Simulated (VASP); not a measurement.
# CuI (F-43m) in VASP: single point with PBE

Aim: the single point of CuI with PBE.

Everything below comes from runs of VASP 6.6.1. Logs are shortened: lines on timing, memory, paths and dates and some standing lists are left out, and cuts for length are marked.

## 1. The cell of the first run

The structure is cubic, space group F-43m (No. 216). Conventional cell: a = 6.063 Å, b = 6.063 Å, c = 6.063 Å, α = 90.00°, β = 90.00°, γ = 90.00°. Within 3.5 Å of Cu (site symmetry -43m) lie 4 I at 2.63 Å. I (site symmetry -43m) has 4 Cu at 2.63 Å within 3.5 Å.

## 2. Single point, PBE

INCAR reads:

```
SYSTEM = CuI
  ALGO = Normal
  EDIFF = 1E-6
  ENCUT = 600
  GGA = PE
  GGA_COMPAT = .False.
  ISIF = 2
  ISMEAR = -1
  LASPH = .True.
  LCHARG = .False.
  LREAL = .False.
  LWAVE = .False.
  NBANDS = 16
  NELM = 120
  PREC = Accurate
  SIGMA = 0.01
```

KPOINTS reads:

```
k-points
0
Gamma
  1 1 1
  0 0 0
```

POSCAR reads:

```
CuI
1.0
    0.0000000000      3.0315000000      3.0315000000
    3.0315000000      0.0000000000      3.0315000000
    3.0315000000      3.0315000000      0.0000000000
Cu I
1 1
Direct
    0.7500000000      0.7500000000      0.7500000000
    0.0000000000      0.0000000000      0.0000000000
```

Potentials or basis: VASP PAW PBE potentials, release 64 (Cu, I).

Command:

```
> cat potpaw_PBE.64/Cu/POTCAR potpaw_PBE.64/I/POTCAR > POTCAR
> mpirun -np 1 vasp_gam > vasp.out
```

OUTCAR:

```text
SYSTEM = CuI
   EDIFF = 1E-6
   ENCUT = 600
   GGA = PE
   ISIF = 2
   ISMEAR = -1
   LASPH = .True.
   LREAL = .False.
   NELM = 120
   PREC = Accurate

 ion  position               nearest neighbor table
   1  0.750  0.750  0.750-   2 2.63   2 2.63   2 2.63   2 2.63
   2  0.000  0.000  0.000-   1 2.63   1 2.63   1 2.63   1 2.63

  LATTYP: Found a face centered cubic cell.
 ALAT       =     6.0630000000

  Lattice vectors:

 A1 = (   0.0000000000,   3.0315000000,   3.0315000000)
 A2 = (   3.0315000000,   0.0000000000,   3.0315000000)
 A3 = (   3.0315000000,   3.0315000000,   0.0000000000)

Analysis of symmetry for initial positions (statically):
=====================================================================
 Subroutine PRICEL returns:
 Original cell was already a primitive cell.

 Routine SETGRP: Setting up the symmetry group for a
 face centered cubic supercell.

 Subroutine GETGRP returns: Found 24 space group operations
 (whereof 24 operations were pure point group operations)
 out of a pool of 48 trial point group operations.

The static configuration has the point symmetry T_d .

Analysis of symmetry for dynamics (positions and initial velocities):
=====================================================================
 Subroutine PRICEL returns:
 Original cell was already a primitive cell.

 Routine SETGRP: Setting up the symmetry group for a
 face centered cubic supercell.

 Subroutine GETGRP returns: Found 24 space group operations
 (whereof 24 operations were pure point group operations)
 out of a pool of 48 trial point group operations.

The dynamic configuration has the point symmetry T_d .

 Subroutine INISYM returns: Found 24 space group operations
 (whereof 24 operations are pure point group operations),
 and found     1 'primitive' translations

----------------------------------------------------------------------------------------

                                     Primitive cell

  volume of cell :      55.7189

  direct lattice vectors                    reciprocal lattice vectors
     0.000000000  3.031500000  3.031500000    -0.164934851  0.164934851  0.164934851
     3.031500000  0.000000000  3.031500000     0.164934851 -0.164934851  0.164934851
     3.031500000  3.031500000  0.000000000     0.164934851  0.164934851 -0.164934851

  length of vectors
     4.287188414  4.287188414  4.287188414     0.285675541  0.285675541  0.285675541

  position of ions in fractional coordinates (direct lattice)
     0.750000000  0.750000000  0.750000000
     0.000000000  0.000000000  0.000000000

  ion indices of the primitive-cell ions
   primitive index   ion index
                 1           1
                 2           2

----------------------------------------------------------------------------------------

 KPOINTS: k-points

Automatic generation of k-mesh.
 Grid dimensions read from file:
 generate k-points for:    1    1    1

 Generating k-lattice:

  Cartesian coordinates                     Fractional coordinates (reciprocal lattice)
    -0.164934851  0.164934851  0.164934851     1.000000000  0.000000000  0.000000000
     0.164934851 -0.164934851  0.164934851     0.000000000  1.000000000  0.000000000
     0.164934851  0.164934851 -0.164934851     0.000000000  0.000000000  1.000000000

  Length of vectors
     0.285675541  0.285675541  0.285675541

  Shift w.r.t. Gamma in fractional coordinates (k-lattice)
     0.000000000  0.000000000  0.000000000

 Subroutine IBZKPT returns following result:
 ===========================================

 Found      1 irreducible k-points:

 Following reciprocal coordinates:
            Coordinates               Weight
  0.000000  0.000000  0.000000      1.000000
   k-points           NKPTS =      1   k-points in BZ     NKDIM =      1   number of bands    NBANDS=     16
   number of dos      NEDOS =    301   number of ions     NIONS =      2
   total plane-waves  NPLWV =  46656
   dimension x,y,z NGX =    36 NGY =   36 NGZ =   36
   dimension x,y,z NGXF=    72 NGYF=   72 NGZF=   72
   ions per type =               1   1
   NGX,Y,Z   is equivalent  to a cutoff of  13.96, 13.96, 13.96 a.u.
   NGXF,Y,Z  is equivalent  to a cutoff of  27.92, 27.92, 27.92 a.u.
 SYSTEM =  CuI
   PREC   = accura    normal or accurate (medium, high low for compatibility)
   ISTART =      0    job   : 0-new  1-cont  2-samecut
   ICHARG =      2    charge: 1-file 2-atom 10-const
   ISPIN  =      1    spin polarized calculation?
   LNONCOLLINEAR =      F non collinear calculations
   LSORBIT =      F    spin-orbit coupling
   LASPH  =      T    aspherical Exc in radial PAW
   ENCUT  =  600.0 eV  44.10 Ry    6.64 a.u.   8.56  8.56  8.56*2*pi/ulx,y,z
   NELM   =    120;   NELMIN=  2; NELMDL= -5     # of ELM steps
   EDIFF  = 0.1E-05   stopping-criterion for ELM
   LREAL  =      F    real-space projection
[... 7 lines left out ...]
   TEBEG  =    0.0;   TEEND  =   0.0 temperature during run
   PSTRESS=    0.0 pullay stress
   NELECT =      18.0000    total number of electrons
   NUPDOWN=      -1.0000    fix difference up-down
   EMIN   =  10.00;   EMAX   =-10.00  energy-range for DOS
   EFERMI =   0.00;   METHOD = LEGACY
   ISMEAR =    -1;   SIGMA  =   0.01  broadening in eV -4-tet -1-fermi 0-gaus
   EFERMI_NEDOS =   21; number of points for ismear=-14 and -15
   IALGO  =     38    algorithm
   IMIX   =      4    mixing-type and parameters
     AMIX     =   0.40;   BMIX     =  1.00
     AMIX_MAG =   1.60;   BMIX_MAG =  1.00
  volume/ion in A,a.u.               =      27.86       188.00
  Fermi-wavevector in a.u.,A,eV,Ry     =   1.123306  2.122741 17.168055  1.261816
  Thomas-Fermi vector in A             =   2.259971
   LORBIT       =      0    0 simple, 1 ext, 2 COOP (PROOUT), +10 PAW based schemes
   GGA     = PE    functional components
   LHFCALC =     F    Hartree Fock is set to
   AEXX    =    0.0000 exact exchange contribution
   IVDW    =     0    specifies the selected vdW correction
   LEPSILON=     F    determine dielectric tensor
   LRPA    =     F    only Hartree local field effects (RPA)
 non-spin polarized calculation
  energy-cutoff  :      600.00
  volume of cell :       55.72
 maximum number of plane-waves:       919
 NGX is ok and might be reduce to    36
   NGX = 17   NGY = 17   NGZ = 17

 number of electron      18.0000006 magnetization

 Free energy of the ion-electron system (eV)
  ---------------------------------------------------
  ext. energy  EPLUGINS =         0.00000000
  ---------------------------------------------------
  free energy    TOTEN  =         5.19987096 eV

  energy without entropy =        5.19987096  energy(sigma->0) =        5.19987096

 E-fermi :   5.8097     XC(G=0):  -8.4259

 val. band max:        5.5305973568   @ k =   0.0000   0.0000   0.0000
 cond. band min:       6.2521295484   @ k =   0.0000   0.0000   0.0000
 fundamental gap:      0.7215321916
 Fermi energy:         5.8096743755

 k-point     1 :       0.0000    0.0000    0.0000
  band No.  band energies     occupation
      1      -8.0164      2.00000
      2       1.7344      2.00000
      3       1.7344      2.00000
      4       1.7344      2.00000
      5       3.1831      2.00000
      6       3.1831      2.00000
[... 8 lines left out ...]
     15      14.7777      0.00000
     16      14.7777      0.00000

------------------------ aborting loop because EDIFF is reached ----------------------------------------

  FORCE on cell =-STRESS in cart. coord.  units (eV):
  Direction    XX          YY          ZZ          XY          YZ          ZX
  --------------------------------------------------------------------------------------
  -------------------------------------------------------------------------------------
  Total       15.9930467     15.9930467     15.9930467     -0.0000000     -0.0000000      0.0000000
  in kB      459.8742296    459.8742296    459.8742296     -0.0000000     -0.0000000      0.0000000
  external PRESSURE =     459.8742296 kB  Pullay stress =       0.0000000 kB

 VOLUME and BASIS-vectors are now :
 -----------------------------------------------------------------------------
  energy-cutoff  :      600.00
  volume of cell :       55.72
      direct lattice vectors                 reciprocal lattice vectors
     0.000000000  3.031500000  3.031500000    -0.164934851  0.164934851  0.164934851
     3.031500000  0.000000000  3.031500000     0.164934851 -0.164934851  0.164934851
     3.031500000  3.031500000  0.000000000     0.164934851  0.164934851 -0.164934851

 POSITION                                       TOTAL-FORCE (eV/Angst)
 -----------------------------------------------------------------------------------
      4.54725      4.54725      4.54725        -0.000000     -0.000000      0.000000
      0.00000      0.00000      0.00000         0.000000      0.000000     -0.000000
 -----------------------------------------------------------------------------------
    total drift:                               -0.000000     -0.000000     -0.000000

  FREE ENERGIE OF THE ION-ELECTRON SYSTEM (eV)
  ---------------------------------------------------
  free  energy   TOTEN  =         5.1998709637 eV

  energy  without entropy=        5.1998709637  energy(sigma->0) =        5.19987096
```

It took 4.9 s on 1 thread of AMD EPYC 7R13 (Zen 3), shared host; peak memory 0.16 GiB.

What came out:

| Item | Value |
| --- | --- |
| Free energy | 5.1999 eV |
| Pressure | 46.0 GPa |

Caveat: the k points lie up to 1.79 Å⁻¹ apart, too coarse for converged energies, forces and pressures; spin-orbit coupling is left out, which moves the levels of the heavy elements.
